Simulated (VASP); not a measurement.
Runs of VASP 6.6.1 on RbCl. The structure is that of space group Fm-3m (No. 225), or close to it. The cells are those of the table. 

```csv
task,cell,cutoff (eV),k mesh for the DOS,occupations for the DOS,ions in elastic constants,gap on the mesh (eV),pressure (GPa)
single point,"a = 4.596 Å, angles 60.0°, 2 atoms",500,-,-,-,4.95,0.4
single point,"a = 4.627, b = 4.627, c = 4.650 Å, angles 59.8, 59.8, 59.7°, 2 atoms",500,-,-,-,4.89,0.0
single point,"a = 4.646 Å, angles 60.0°, 2 atoms",500,-,-,-,4.86,(c)
single point,"a = 4.639 Å, angles 60.0°, 2 atoms",500,-,-,-,(b),(a)
single point,"a = 4.688 Å, angles 60.0°, 2 atoms",500,-,-,-,4.78,-0.6
single point,"a = 4.627 Å, angles 60.0°, 2 atoms",500,-,-,-,4.89,0.0
```

Alike in all rows: level PBEsol; potentials or basis VASP PAW PBE potentials, release 64 (Rb_sv, Cl); no spin polarisation; k mesh 8 × 8 × 8; smearing gaussian 0.05 eV.

Problem. Estimate the missing entries.

Solution. (a) -0.1; (b) 4.87; (c) -0.2.

Caveats: the PAW data sets were made with another functional, which shifts forces and pressure a little.

A k mesh can miss the band edges, and the runs leave out spin-orbit coupling on Rb.
